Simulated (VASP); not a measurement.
# Li (P6_3/mmc) in VASP: a series of runs, part 2 of 3

VASP 6.6.1.

**3. Single point, LDA**

This run uses another cell than the first one, of 19.64 Å³/atom, 0.981 times its volume.

INCAR reads:

```
SYSTEM = Li
PREC = Accurate ; ENCUT = 520
EDIFF = 1E-7 ; ISMEAR = 1
SIGMA = 0.2 ; LREAL = .False.
LASPH = .True. ; NELM = 100
ALGO = Normal ; ISIF = 2
LWAVE = .False. ; LCHARG = .True.
GGA = CA ; LELF = .True.
LVHAR = .True. ; NBANDS = 10
```

KPOINTS reads:

```
regular mesh
0
Gamma
  4 4 2
  0 0 0
```

POSCAR reads:

```
Li
1.0
    3.0515252812      0.0000000000      0.0000000000
   -1.5257626406      2.6427032876      0.0000000000
    0.0000000000      0.0000000000      4.8718456871
Li
2
Direct
    0.3333333333      0.6666666667      0.2500000000
    0.6666666667      0.3333333333      0.7500000000
```

Potentials or basis: VASP PAW LDA potentials, release 64 (Li_sv).

Command:

```
$ cat potpaw_LDA.64/Li_sv/POTCAR > POTCAR
$ mpirun -np 1 vasp_std > vasp.out
```

OUTCAR:

```text
SYSTEM = Li
   PREC = Accurate
   ENCUT = 520
   EDIFF = 1E-7
   ISMEAR = 1
   LREAL = .False.
   LASPH = .True.
   NELM = 100
   ISIF = 2
   GGA = CA

 ion  position               nearest neighbor table
   1  0.333  0.667  0.250-
   2  0.667  0.333  0.750-

  LATTYP: Found a hexagonal cell.
 ALAT       =     3.0515252812
 C/A-ratio  =     1.5965280436

  Lattice vectors:

 A1 = (   3.0515252812,   0.0000000000,   0.0000000000)
 A2 = (  -1.5257626406,   2.6427032876,   0.0000000000)
 A3 = (   0.0000000000,   0.0000000000,   4.8718456871)

Analysis of symmetry for initial positions (statically):
=====================================================================
 Subroutine PRICEL returns:
 Original cell was already a primitive cell.

 Routine SETGRP: Setting up the symmetry group for a
 hexagonal supercell.

 Subroutine GETGRP returns: Found 24 space group operations
 (whereof 12 operations were pure point group operations)
 out of a pool of 24 trial point group operations.

The static configuration has the point symmetry D_3d.
 The point group associated with its full space group is D_6h.

Analysis of symmetry for dynamics (positions and initial velocities):
=====================================================================
 Subroutine PRICEL returns:
 Original cell was already a primitive cell.

 Routine SETGRP: Setting up the symmetry group for a
 hexagonal supercell.

 Subroutine GETGRP returns: Found 24 space group operations
 (whereof 12 operations were pure point group operations)
 out of a pool of 24 trial point group operations.

The dynamic configuration has the point symmetry D_3d.
 The point group associated with its full space group is D_6h.

 Subroutine INISYM returns: Found 24 space group operations
 (whereof 12 operations are pure point group operations),
 and found     1 'primitive' translations

----------------------------------------------------------------------------------------

                                     Primitive cell

  volume of cell :      39.2879

  direct lattice vectors                    reciprocal lattice vectors
     3.051525281  0.000000000  0.000000000     0.327704970  0.189200204  0.000000000
    -1.525762641  2.642703288  0.000000000     0.000000000  0.378400407  0.000000000
     0.000000000  0.000000000  4.871845687     0.000000000  0.000000000  0.205261017

  length of vectors
     3.051525281  3.051529502  4.871845687     0.378400931  0.378400407  0.205261017

  position of ions in fractional coordinates (direct lattice)
     0.333333333  0.666666667  0.250000000
     0.666666667  0.333333333  0.750000000

  ion indices of the primitive-cell ions
   primitive index   ion index
                 1           1
                 2           2

----------------------------------------------------------------------------------------

 KPOINTS: regular mesh

Automatic generation of k-mesh.
 Grid dimensions read from file:
 generate k-points for:    4    4    2

 Generating k-lattice:

  Cartesian coordinates                     Fractional coordinates (reciprocal lattice)
     0.081926242  0.047300051  0.000000000     0.250000000 -0.000000000  0.000000000
     0.000000000  0.094600102  0.000000000     0.000000000  0.250000000  0.000000000
     0.000000000  0.000000000  0.102630508     0.000000000  0.000000000  0.500000000

  Length of vectors
     0.094600233  0.094600102  0.102630508

  Shift w.r.t. Gamma in fractional coordinates (k-lattice)
     0.000000000  0.000000000  0.000000000

 Subroutine IBZKPT returns following result:
 ===========================================

 Found      8 irreducible k-points:

 Following reciprocal coordinates:
            Coordinates               Weight
  0.000000  0.000000  0.000000      1.000000
  0.250000  0.000000  0.000000      6.000000
  0.500000  0.000000  0.000000      3.000000
  0.250000  0.250000  0.000000      6.000000
  0.000000  0.000000  0.500000      1.000000
  0.250000  0.000000  0.500000      6.000000
  0.500000  0.000000  0.500000      3.000000
  0.250000  0.250000  0.500000      6.000000
   k-points           NKPTS =      8   k-points in BZ     NKDIM =      8   number of bands    NBANDS=     10
   number of dos      NEDOS =    301   number of ions     NIONS =      2
   total plane-waves  NPLWV =  20736
   dimension x,y,z NGX =    24 NGY =   24 NGZ =   36
   dimension x,y,z NGXF=    48 NGYF=   48 NGZF=   72
   ions per type =               2
   NGX,Y,Z   is equivalent  to a cutoff of  13.08, 13.08, 12.28 a.u.
   NGXF,Y,Z  is equivalent  to a cutoff of  26.15, 26.15, 24.57 a.u.
 SYSTEM =  Li
   PREC   = accura    normal or accurate (medium, high low for compatibility)
   ISTART =      0    job   : 0-new  1-cont  2-samecut
   ICHARG =      2    charge: 1-file 2-atom 10-const
   ISPIN  =      1    spin polarized calculation?
   LNONCOLLINEAR =      F non collinear calculations
   LSORBIT =      F    spin-orbit coupling
   LASPH  =      T    aspherical Exc in radial PAW
   ENCUT  =  520.0 eV  38.22 Ry    6.18 a.u.   5.67  5.67  9.06*2*pi/ulx,y,z
   NELM   =    100;   NELMIN=  2; NELMDL= -5     # of ELM steps
   EDIFF  = 0.1E-06   stopping-criterion for ELM
   LREAL  =      F    real-space projection
   EDIFFG = 0.1E-05   stopping-criterion for IOM
   NSW    =      0    number of steps for IOM
   IBRION =     -1    ionic relax: 0-MD 1-quasi-New 2-CG
   NFREE  =      0    steps in history (QN), initial steepest desc. (CG)
   ISIF   =      2    stress and relaxation
   ISYM   =      2    0-nonsym 1-usesym 2-fastsym
   POTIM  = 0.5000    time-step for ionic-motion
   TEBEG  =    0.0;   TEEND  =   0.0 temperature during run
   PSTRESS=    0.0 pullay stress
   NELECT =       6.0000    total number of electrons
   NUPDOWN=      -1.0000    fix difference up-down
   EMIN   =  10.00;   EMAX   =-10.00  energy-range for DOS
   EFERMI =   0.00;   METHOD = LEGACY
   ISMEAR =     1;   SIGMA  =   0.20  broadening in eV -4-tet -1-fermi 0-gaus
   EFERMI_NEDOS =   21; number of points for ismear=-14 and -15
   IALGO  =     38    algorithm
   IMIX   =      4    mixing-type and parameters
     AMIX     =   0.40;   BMIX     =  1.00
     AMIX_MAG =   1.60;   BMIX_MAG =  1.00
  volume/ion in A,a.u.               =      19.64       132.56
  Fermi-wavevector in a.u.,A,eV,Ry     =   0.875062  1.653628 10.418443  0.765734
  Thomas-Fermi vector in A             =   1.994681
   LORBIT       =      0    0 simple, 1 ext, 2 COOP (PROOUT), +10 PAW based schemes
   GGA     = CA    functional components
   LHFCALC =     F    Hartree Fock is set to
   AEXX    =    0.0000 exact exchange contribution
   IVDW    =     0    specifies the selected vdW correction
   LEPSILON=     F    determine dielectric tensor
   LRPA    =     F    only Hartree local field effects (RPA)
 non-spin polarized calculation
 Methfessel and Paxton  Order N= 1 SIGMA  =   0.20
  energy-cutoff  :      520.00
  volume of cell :       39.29
 maximum number of plane-waves:      1087
 NGX is ok and might be reduce to    24
   NGX = 11   NGY = 11   NGZ = 19

 number of electron       5.9999988 magnetization

 Free energy of the ion-electron system (eV)
  ---------------------------------------------------
  ext. energy  EPLUGINS =         0.00000000
  ---------------------------------------------------
  free energy    TOTEN  =        -4.09288021 eV

  energy without entropy =       -4.09249219  energy(sigma->0) =       -4.09275087

 E-fermi :   1.0855     XC(G=0):  -7.2238

 val. band max:        0.7760399929   @ k =   0.0000   0.0000   0.0000
 cond. band min:       1.1974679004   @ k =   0.2500   0.2500   0.5000
 fundamental gap:      0.4214279075
 Fermi energy:         1.0854920420

 k-point     1 :       0.0000    0.0000    0.0000
  band No.  band energies     occupation
      1     -44.9036      2.00000
      2     -44.8790      2.00000
      3      -2.8429      2.00000
      4       0.7760      2.05101
      5       3.9405     -0.00000
      6      12.9452      0.00000
      7      12.9452      0.00000
      8      14.4352      0.00000
      9      14.4352      0.00000
     10      15.5951      0.00000
[... 79 lines left out ...]
 k-point     8 :       0.2500    0.2500    0.5000
  band No.  band energies     occupation
      1     -44.8774      2.00000
      2     -44.8774      2.00000
      3       1.1975      0.19761
      4       1.1975      0.19761
      5       5.3263      0.00000
      6       5.3263      0.00000
      7       7.7457      0.00000
      8       7.7457      0.00000
      9      12.2698      0.00000
     10      12.2698      0.00000

------------------------ aborting loop because EDIFF is reached ----------------------------------------

  FORCE on cell =-STRESS in cart. coord.  units (eV):
  Direction    XX          YY          ZZ          XY          YZ          ZX
  --------------------------------------------------------------------------------------
  -------------------------------------------------------------------------------------
  Total       -0.1430692     -0.1430697     -0.2804154     -0.0000000      0.0000000     -0.0000000
  in kB       -5.8344208     -5.8344423    -11.4354581     -0.0000000      0.0000000     -0.0000000
  external PRESSURE =      -7.7014404 kB  Pullay stress =       0.0000000 kB

 VOLUME and BASIS-vectors are now :
 -----------------------------------------------------------------------------
  energy-cutoff  :      520.00
  volume of cell :       39.29
      direct lattice vectors                 reciprocal lattice vectors
     3.051525281  0.000000000  0.000000000     0.327704970  0.189200204  0.000000000
    -1.525762641  2.642703288  0.000000000     0.000000000  0.378400407  0.000000000
     0.000000000  0.000000000  4.871845687     0.000000000  0.000000000  0.205261017

 POSITION                                       TOTAL-FORCE (eV/Angst)
 -----------------------------------------------------------------------------------
     -0.00000      1.76180      1.21796        -0.000000     -0.000000      0.000000
      1.52576      0.88090      3.65388         0.000000      0.000000      0.000000
 -----------------------------------------------------------------------------------
    total drift:                               -0.000000      0.000000     -0.000000

  FREE ENERGIE OF THE ION-ELECTRON SYSTEM (eV)
  ---------------------------------------------------
  free  energy   TOTEN  =        -4.0928802054 eV

  energy  without entropy=       -4.0924921881  energy(sigma->0) =       -4.09275087
```

OSZICAR:

```text
N       E                     dE             d eps       ncg     rms          rms(c)
DAV:   1     0.154354742532E+02    0.15435E+02   -0.32903E+03   160   0.568E+02
DAV:   2    -0.262139155008E+01   -0.18057E+02   -0.17876E+02   226   0.102E+02
DAV:   3    -0.396737364533E+01   -0.13460E+01   -0.13388E+01   224   0.279E+01
DAV:   4    -0.409571862108E+01   -0.12834E+00   -0.12835E+00   230   0.514E+00
DAV:   5    -0.409628596587E+01   -0.56734E-03   -0.56734E-03   202   0.509E-01    0.344E-01
DAV:   6    -0.409402193643E+01    0.22640E-02   -0.10056E-03   306   0.152E-01    0.196E-01
DAV:   7    -0.409287302424E+01    0.11489E-02   -0.18773E-03   304   0.204E-01    0.443E-02
DAV:   8    -0.409287959339E+01   -0.65692E-05   -0.49926E-05   182   0.736E-02    0.380E-03
DAV:   9    -0.409288006820E+01   -0.47481E-06   -0.19544E-06   234   0.113E-02    0.108E-03
DAV:  10    -0.409288021368E+01   -0.14548E-06   -0.77922E-08   132   0.222E-03    0.457E-04
DAV:  11    -0.409288020537E+01    0.83113E-08   -0.10536E-08   106   0.108E-03
   1 F= -.40928802E+01 E0= -.40927509E+01  d E =-.388017E-03
```

stdout:

```text
POSCAR found type information on POSCAR Li
 POSCAR found :  1 types and       2 ions
 scaLAPACK will be used
 LDA part: xc-table for (Slater(with rela. corr.)+CA(PZ))
 , standard interpolation
 POSCAR, INCAR and KPOINTS ok, starting setup
 FFT: planning ... GRIDC
 FFT: planning ... GRID_SOFT
 FFT: planning ... GRID
 WAVECAR not read
 entering main loop
```

Run time: 3.8 s. Hardware: 1 thread of Intel Xeon Platinum 8488C (Sapphire Rapids), shared host; peak memory 0.12 GiB.

What came out:

```
Free energy            : -4.0929 eV
Band gap on the k mesh : zero (band 3 reaches 1.33 eV, above the bottom of band 4 at -1.70 eV)
```

Levels at points of the mesh, in eV from the Fermi level:
| k point | band 1 | band 2 | band 3 | band 4 | band 5 | band 6 | band 7 |
| --- | --- | --- | --- | --- | --- | --- | --- |
| (0.00, 0.00, 0.00) | -45.99 | -45.96 | -3.93 | -0.31 | 2.86 | 11.86 | 11.86 |
| (0.50, 0.00, 0.00) | -45.97 | -45.96 | -0.54 | 0.64 | 4.36 | 5.62 | 6.11 |
| (0.00, 0.00, 0.50) | -45.98 | -45.98 | -2.79 | -2.79 | 8.08 | 8.08 | 12.82 |
| (0.50, 0.00, 0.50) | -45.96 | -45.96 | 0.25 | 0.25 | 3.20 | 3.20 | 9.34 |

Caveat: the k points lie up to 0.64 Å⁻¹ apart; the cutoff is under 1.25 times the usual one of these potentials, so pressure, stress and relaxed cells hold a basis-set (Pulay) error.

[end of part 2 of 3]
